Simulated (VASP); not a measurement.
# Ag (C2/m) in VASP: a series of runs

Runs on Ag. Level: PBE. Tasks: single point.

Everything below comes from runs of VASP 6.6.1. Logs are shortened: lines on timing, memory, paths and dates and some standing lists are left out, and cuts for length are marked.

## 1. The cell of the first run

The typed cell holds 2 atoms: a = 3.868 Å, b = 3.868 Å, c = 2.985 Å, α = 90.00°, β = 130.49°, γ = 90.00°.

## 2. Single point, PBE

INCAR

```
PREC = Accurate ; ENCUT = 520
EDIFF = 1E-6 ; ISMEAR = 0
SIGMA = 0.1 ; LREAL = F
LASPH = T ; NELM = 60
ALGO = Fast ; ISIF = 2
LWAVE = F ; LCHARG = T
GGA = PE ; LELF = T
LVHAR = T ; NBANDS = 18
```

KPOINTS

```
regular mesh
0
Gamma
  9 9 15
```

POSCAR

```
Ag
1.0
    3.8679383972      0.0000000000     -0.0039237700
    0.0000000000      3.8679403874      0.0000000000
   -1.9362566281      0.0000000000      2.2724053429
Ag
2
Direct
    0.0000000000      0.0000000000      0.0000000000
    0.5000000000      0.5000000000      0.0000000000
```

Potentials or basis: VASP PAW PBE potentials, release 64 (Ag).

On the command line:

```
> cat potpaw_PBE.64/Ag/POTCAR > POTCAR
> mpirun -np 1 vasp_std > vasp.out
```

OUTCAR:

```text
PREC = Accurate
   ENCUT = 520
   EDIFF = 1E-6
   ISMEAR = 0
   LREAL = F
   LASPH = T
   NELM = 60
   ISIF = 2
   GGA = PE

 ion  position               nearest neighbor table
   1  0.000  0.000  0.000-   2 2.74   2 2.74   2 2.74   2 2.74   2 2.98   2 2.98   2 2.98   2 2.98

   2  0.500  0.500  0.000-   1 2.74   1 2.74   1 2.74   1 2.74   1 2.98   1 2.98   1 2.98   1 2.98

  LATTYP: Found a simple monoclinic cell.
 ALAT       =     2.9794971226
 B/A-ratio  =     1.2981856428
 C/A-ratio  =     1.0019981758
 COS(beta)  =    -0.1590394018

  Lattice vectors:

 A1 = (   1.9316817691,   0.0000000000,   2.2684815729)
 A2 = (   0.0000000000,  -3.8679403874,   0.0000000000)
 A3 = (   1.9362566281,   0.0000000000,  -2.2724053429)

Analysis of symmetry for initial positions (statically):
=====================================================================
 Subroutine PRICEL returns following result:

  LATTYP: Found a base centered monoclinic cell.
 ALAT       =     3.8679403874
 B/A-ratio  =     1.0000000000
 C/A-ratio  =     0.7703058538
 COS(beta)  =    -0.6475520771

  Lattice vectors:

 A1 = (  -1.9339691986,   1.9339701937,   0.0019618850)
 A2 = (  -1.9339691986,  -1.9339701937,   0.0019618850)
 A3 = (   1.9316817691,   0.0000000000,   2.2684815729)

   2 primitive cells build up your supercell.

 Routine SETGRP: Setting up the symmetry group for a
 simple monoclinic supercell.

 Subroutine GETGRP returns: Found  4 space group operations
 (whereof  4 operations were pure point group operations)
 out of a pool of  4 trial point group operations.

The static configuration has the point symmetry C_2h.

Analysis of symmetry for dynamics (positions and initial velocities):
=====================================================================
 Subroutine PRICEL returns following result:

  LATTYP: Found a base centered monoclinic cell.
 ALAT       =     3.8679403874
 B/A-ratio  =     1.0000000000
 C/A-ratio  =     0.7703058538
 COS(beta)  =    -0.6475520771

  Lattice vectors:

 A1 = (  -1.9339691986,   1.9339701937,   0.0019618850)
 A2 = (  -1.9339691986,  -1.9339701937,   0.0019618850)
 A3 = (   1.9316817691,   0.0000000000,   2.2684815729)

   2 primitive cells build up your supercell.

 Routine SETGRP: Setting up the symmetry group for a
 simple monoclinic supercell.

 Subroutine GETGRP returns: Found  4 space group operations
 (whereof  4 operations were pure point group operations)
 out of a pool of  4 trial point group operations.

The dynamic configuration has the point symmetry C_2h.

 Subroutine INISYM returns: Found  4 space group operations
 (whereof  4 operations are pure point group operations),
 and found     2 'primitive' translations

----------------------------------------------------------------------------------------

                                     Primitive cell

  volume of cell :      16.9840

  direct lattice vectors                    reciprocal lattice vectors
    -1.933969199  1.933970194  0.001961885    -0.258312522  0.258535525  0.219961051
    -1.933969199 -1.933970194  0.001961885    -0.258312522 -0.258535525  0.219961051
     1.931681769  0.000000000  2.268481573     0.000446801  0.000000000  0.440443041

  length of vectors
     2.735046877  2.735046877  2.979497123     0.426554616  0.426554616  0.440443268

  position of ions in fractional coordinates (direct lattice)
     0.000000000  0.000000000  0.000000000

  ion indices of the primitive-cell ions
   primitive index   ion index
                 1           1

----------------------------------------------------------------------------------------

 KPOINTS: regular mesh

Automatic generation of k-mesh.
 Grid dimensions read from file:
 generate k-points for:    9    9   15

 Generating k-lattice:

  Cartesian coordinates                     Fractional coordinates (reciprocal lattice)
     0.028751036  0.000000000  0.024497999     0.111111111  0.000000000  0.000000000
     0.000000000  0.028726169  0.000000000     0.000000000  0.111111111  0.000000000
     0.000029787  0.000000000  0.029362869     0.000000000  0.000000000  0.066666667

  Length of vectors
     0.037772662  0.028726169  0.029362885

  Shift w.r.t. Gamma in fractional coordinates (k-lattice)
     0.000000000  0.000000000  0.000000000

 Subroutine IBZKPT returns following result:
 ===========================================

 Found    340 irreducible k-points:

 Following reciprocal coordinates:
            Coordinates               Weight
  0.000000  0.000000  0.000000      1.000000
  0.111111  0.000000  0.000000      2.000000
  0.222222  0.000000  0.000000      2.000000
  0.333333  0.000000 -0.000000      2.000000
  0.444444  0.000000  0.000000      2.000000
  0.000000  0.111111  0.000000      2.000000
[... 16 lines left out ...]
  0.222222  0.444444  0.000000      4.000000
  0.333333  0.444444 -0.000000      4.000000
 [... further k-points ...]
   k-points           NKPTS =    340   k-points in BZ     NKDIM =    340   number of bands    NBANDS=     18
   number of dos      NEDOS =    301   number of ions     NIONS =      2
   total plane-waves  NPLWV =  21600
   dimension x,y,z NGX =    30 NGY =   30 NGZ =   24
   dimension x,y,z NGXF=    60 NGYF=   60 NGZF=   48
   ions per type =               2
   NGX,Y,Z   is equivalent  to a cutoff of  12.89, 12.89, 13.36 a.u.
   NGXF,Y,Z  is equivalent  to a cutoff of  25.79, 25.79, 26.73 a.u.
 SYSTEM =  unknown system
   PREC   = accura    normal or accurate (medium, high low for compatibility)
   ISTART =      0    job   : 0-new  1-cont  2-samecut
   ICHARG =      2    charge: 1-file 2-atom 10-const
   ISPIN  =      1    spin polarized calculation?
   LNONCOLLINEAR =      F non collinear calculations
   LSORBIT =      F    spin-orbit coupling
   LASPH  =      T    aspherical Exc in radial PAW
   ENCUT  =  520.0 eV  38.22 Ry    6.18 a.u.   7.19  7.19  5.55*2*pi/ulx,y,z
   NELM   =     60;   NELMIN=  2; NELMDL= -5     # of ELM steps
   EDIFF  = 0.1E-05   stopping-criterion for ELM
   LREAL  =      F    real-space projection
   EDIFFG = 0.1E-04   stopping-criterion for IOM
   NSW    =      0    number of steps for IOM
   IBRION =     -1    ionic relax: 0-MD 1-quasi-New 2-CG
   NFREE  =      0    steps in history (QN), initial steepest desc. (CG)
   ISIF   =      2    stress and relaxation
   ISYM   =      2    0-nonsym 1-usesym 2-fastsym
   POTIM  = 0.5000    time-step for ionic-motion
   TEBEG  =    0.0;   TEEND  =   0.0 temperature during run
   PSTRESS=    0.0 pullay stress
   NELECT =      22.0000    total number of electrons
   NUPDOWN=      -1.0000    fix difference up-down
   EMIN   =  10.00;   EMAX   =-10.00  energy-range for DOS
   EFERMI =   0.00;   METHOD = LEGACY
   ISMEAR =     0;   SIGMA  =   0.10  broadening in eV -4-tet -1-fermi 0-gaus
   EFERMI_NEDOS =   21; number of points for ismear=-14 and -15
   IALGO  =     68    algorithm
   IMIX   =      4    mixing-type and parameters
     AMIX     =   0.40;   BMIX     =  1.00
     AMIX_MAG =   1.60;   BMIX_MAG =  1.00
  volume/ion in A,a.u.               =      16.98       114.61
  Fermi-wavevector in a.u.,A,eV,Ry     =   1.416422  2.676649 27.296690  2.006250
  Thomas-Fermi vector in A             =   2.537758
   LORBIT       =      0    0 simple, 1 ext, 2 COOP (PROOUT), +10 PAW based schemes
   GGA     = PE    functional components
   LHFCALC =     F    Hartree Fock is set to
   AEXX    =    0.0000 exact exchange contribution
   IVDW    =     0    specifies the selected vdW correction
   LEPSILON=     F    determine dielectric tensor
   LRPA    =     F    only Hartree local field effects (RPA)
 non-spin polarized calculation
 RMM-DIIS sequential band-by-band and
 Gauss-broadening in eV      SIGMA  =   0.10
  energy-cutoff  :      520.00
  volume of cell :       33.97
 maximum number of plane-waves:       938
 NGX is ok and might be reduce to    30
   NGX = 15   NGY = 15   NGZ = 11

 number of electron      22.0000000 magnetization

 Free energy of the ion-electron system (eV)
  ---------------------------------------------------
  ext. energy  EPLUGINS =         0.00000000
  ---------------------------------------------------
  free energy    TOTEN  =        -5.30964642 eV

  energy without entropy =       -5.30598619  energy(sigma->0) =       -5.30781631

 E-fermi :   8.5193     XC(G=0): -12.2292

 val. band max:        8.5191470580   @ k =   0.3333   0.1111   0.2000
 cond. band min:       8.5386117429   @ k =   0.4444   0.4444   0.4000
 fundamental gap:      0.0194646848
 Fermi energy:         8.5193166305

 k-point     1 :       0.0000    0.0000    0.0000
  band No.  band energies     occupation
      1       0.6947      2.00000
      2       1.9845      2.00000
      3       2.2673      2.00000
      4       2.9525      2.00000
      5       4.0578      2.00000
      6       4.0817      2.00000
[... 10 lines left out ...]
     17      24.9569      0.00000
     18      25.2301      0.00000

 k-point     2 :       0.1111    0.0000    0.0000
  band No.  band energies     occupation
      1       0.9411      2.00000
      2       2.1058      2.00000
      3       2.3737      2.00000
      4       2.9907      2.00000
      5       4.0201      2.00000
      6       4.0616      2.00000
[... 10 lines left out ...]
     17      24.9909      0.00000
     18      26.0682      0.00000

 k-point     3 :       0.2222    0.0000    0.0000
  band No.  band energies     occupation
      1       1.6239      2.00000
      2       2.3999      2.00000
      3       2.6873      2.00000
      4       3.0846      2.00000
      5       3.9018      2.00000
      6       4.0504      2.00000
[... 10 lines left out ...]
     17      24.2111      0.00000
     18      25.0181      0.00000

 k-point     4 :       0.3333    0.0000   -0.0000
  band No.  band energies     occupation
      1       2.5080      2.00000
      2       2.7525      2.00000
      3       3.1094      2.00000
      4       3.1956      2.00000
      5       3.7846      2.00000
      6       4.0613      2.00000
[... 375 lines left out ...]
      4       3.3188      2.00000
      5       3.7986      2.00000
      6       4.1684      2.00000
[... 10 lines left out ...]
     17      24.4790      0.00000
     18      25.0047      0.00000

 k-point    23 :       0.2222    0.4444    0.0000
  band No.  band energies     occupation
      1       2.4687      2.00000
      2       2.6083      2.00000
      3       3.5190      2.00000
      4       3.5218      2.00000
      5       3.7612      2.00000
      6       3.8595      2.00000
[... 10 lines left out ...]
     17      24.7170      0.00000
     18      25.5977      0.00000

 k-point    24 :       0.3333    0.4444   -0.0000
  band No.  band energies     occupation
      1       2.2288      2.00000
      2       2.3335      2.00000
      3       3.2967      2.00000
      4       3.4040      2.00000
      5       3.9347      2.00000
      6       4.1367      2.00000
[... 10 lines left out ...]
     17      25.3593      0.00000
     18      26.4488      0.00000

 [... further k-points ...]

------------------------ aborting loop because EDIFF is reached ----------------------------------------

  FORCE on cell =-STRESS in cart. coord.  units (eV):
  Direction    XX          YY          ZZ          XY          YZ          ZX
  --------------------------------------------------------------------------------------
  -------------------------------------------------------------------------------------
  Total        2.0045280      2.0456880     -0.0068343      0.0000000      0.0000000     -0.0061092
  in kB       94.5481715     96.4895782     -0.3223539      0.0000000      0.0000000     -0.2881567
  external PRESSURE =      63.5717986 kB  Pullay stress =       0.0000000 kB

 VOLUME and BASIS-vectors are now :
 -----------------------------------------------------------------------------
  energy-cutoff  :      520.00
  volume of cell :       33.97
      direct lattice vectors                 reciprocal lattice vectors
     3.867938397  0.000000000 -0.003923770     0.258759323  0.000000000  0.220481991
     0.000000000  3.867940387  0.000000000     0.000000000  0.258535525  0.000000000
    -1.936256628  0.000000000  2.272405343     0.000446801  0.000000000  0.440443041

 POSITION                                       TOTAL-FORCE (eV/Angst)
 -----------------------------------------------------------------------------------
      0.00000      0.00000      0.00000        -0.000000      0.000000     -0.000000
      1.93397      1.93397     -0.00196         0.000000      0.000000      0.000000
 -----------------------------------------------------------------------------------
    total drift:                                0.000000      0.000000     -0.000000

  FREE ENERGIE OF THE ION-ELECTRON SYSTEM (eV)
  ---------------------------------------------------
  free  energy   TOTEN  =        -5.3096464244 eV

  energy  without entropy=       -5.3059861900  energy(sigma->0) =       -5.30781631
```

Run time: 2.7 min. Hardware: 1 thread of Intel Xeon 6975P-C, shared host; peak memory 0.29 GiB.

Results:

* Free energy: -5.3096 eV
* Pressure: 6.4 GPa
* Band gap on the k mesh: zero (band 11 reaches 12.45 eV, above the bottom of band 12 at 5.48 eV)

Levels at points of the mesh, in eV from the Fermi level:
```csv
k point,band 7,band 8,band 9,band 10,band 11,band 12,band 13,band 14,band 15,band 16
"(0.00, 0.00, 0.00)",-4.44,-3.32,-3.27,-3.16,-2.36,2.57,8.13,9.88,9.98,16.38
```

## 3. Single point, PBE

INCAR

```
PREC = Accurate
ENCUT = 520
EDIFF = 1E-6
ISMEAR = 0
SIGMA = 0.1
LREAL = F
LASPH = T
NELM = 100
ALGO = Fast
ISIF = 2
LWAVE = F
LCHARG = F
GGA = PE
NBANDS = 18
ISYM = 0
```

KPOINTS is that of step 2.

POSCAR is that of step 2.

Potentials or basis: VASP PAW PBE potentials, release 64 (Ag).

On the command line:

```
> cat potpaw_PBE.64/Ag/POTCAR > POTCAR
> mpirun -np 1 vasp_std > vasp.out
```

It took 4.3 min on 1 thread of Intel Xeon 6975P-C, shared host; peak memory 0.4 GiB.

The run converged. Its results:

- Free energy: -5.3096 eV
- Pressure: 6.4 GPa
- Band gap on the k mesh: zero (band 11 reaches 12.45 eV, above the bottom of band 12 at 5.48 eV)

Stress tensor (GPa, compression positive):
```
 9.45  0.00 -0.03
 0.00  9.65  0.00
-0.03  0.00 -0.03
```

Levels at points of the mesh, in eV from the Fermi level:
```csv
k point,band 8,band 9,band 10,band 11,band 12,band 13,band 14,band 15
"(0.00, 0.00, 0.00)",-3.32,-3.27,-3.16,-2.36,2.57,8.13,9.88,9.98
```
